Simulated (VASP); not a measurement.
Wanted: the native input for a VASP 6.6.1 run.

```
Task                   : single point
Functional             : LDA
Potentials or basis    : VASP PAW LDA potentials, release 64 (Ta_pv, N)
Cutoff                 : 520 eV
k mesh                 : 5 × 5 × 5
Occupations            : gaussian, width 0.15 eV
Spin                   : no spin polarisation
Dipole correction      : no
Further INCAR settings : ALGO = Normal; EDIFF = 1e-06; NBANDS = 15
```

The structure of TaN lies in POSCAR:

```
TaN
1.0
    2.9380000000      0.0000000000      0.0000000000
   -1.4690000000      2.5443826400      0.0000000000
    0.0000000000      0.0000000000      2.8830000000
Ta N
1 1
Direct
    0.3333333333      0.6666666667      0.5000000000
    0.0000000000      0.0000000000      0.0000000000
```

These files were run (other wordings do the same):

INCAR

```
SYSTEM = TaN
  ALGO = Normal
  EDIFF = 1E-6
  ENCUT = 520
  GGA = CA
  ISIF = 2
  ISMEAR = 0
  LASPH = .True.
  LCHARG = .False.
  LREAL = .False.
  LWAVE = .False.
  NBANDS = 15
  NELM = 100
  PREC = Accurate
  SIGMA = 0.15
```

KPOINTS

```
k-points
0
Gamma
  5 5 5
  0 0 0
```

Potentials or basis: VASP PAW LDA potentials, release 64 (Ta_pv, N).

The run is started by

```console
$ cat potpaw_LDA.64/Ta_pv/POTCAR potpaw_LDA.64/N/POTCAR > POTCAR
$ mpirun -np 1 vasp_std > vasp.out
```

It gave:

```json
{
  "Pressure": "-9.9 GPa",
  "Band gap on the k mesh": "zero (filled and empty bands touch)"
}
```

Caveat: the k points lie up to 0.49 Å⁻¹ apart; spin-orbit coupling is left out, which moves the levels of the heavy elements.

Wall time 4.3 s on 1 thread of Intel(R) Xeon(R) Platinum 8259CL CPU @ 2.50GHz (Skylake/Cascade Lake) (shared host), peak memory 0.13 GiB.
